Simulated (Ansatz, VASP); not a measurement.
## One calculation of TiS2, two programs

```xyz
3
Lattice="3.4106 0.0000 0.0000 -1.7053 2.9537 0.0000 0.0000 0.0000 5.7387" Properties=species:S:1:pos:R:3 pbc="T T T"
Ti    0.0000    0.0000    0.0000
S     0.0000    1.9691    1.4055
S     1.7053    0.9846    4.3332
```

Alike in both runs: task single point; functional PBE; k mesh 6 × 6 × 4; occupations fermi-dirac, width 0.02 eV; no spin polarisation.

|  | VASP | Ansatz |
| --- | --- | --- |
| version | VASP 6.6.1 | Ansatz 0.2.0 |
| potentials or method | VASP PAW PBE potentials, release 64 (Ti_sv, S) | plane waves, PAW |
| plane-wave cutoff (eV) | 500 | 420 |
| valence electrons in the cell | 24 | 24 |

Ansatz gave:

* pressure (GPa): 1.6
* traceless stress, the component that is largest in VASP (GPa): 0.99
* rms of the force components (eV/Å): 0.057

Task: Which values does VASP return?

Result: Pressure (GPa): 1.5; traceless stress, the component that is largest in VASP (GPa): 1.05; rms of the force components (eV/Å): 0.060.

Atom by atom the forces differ by 0.003 eV/Å (rms over components).
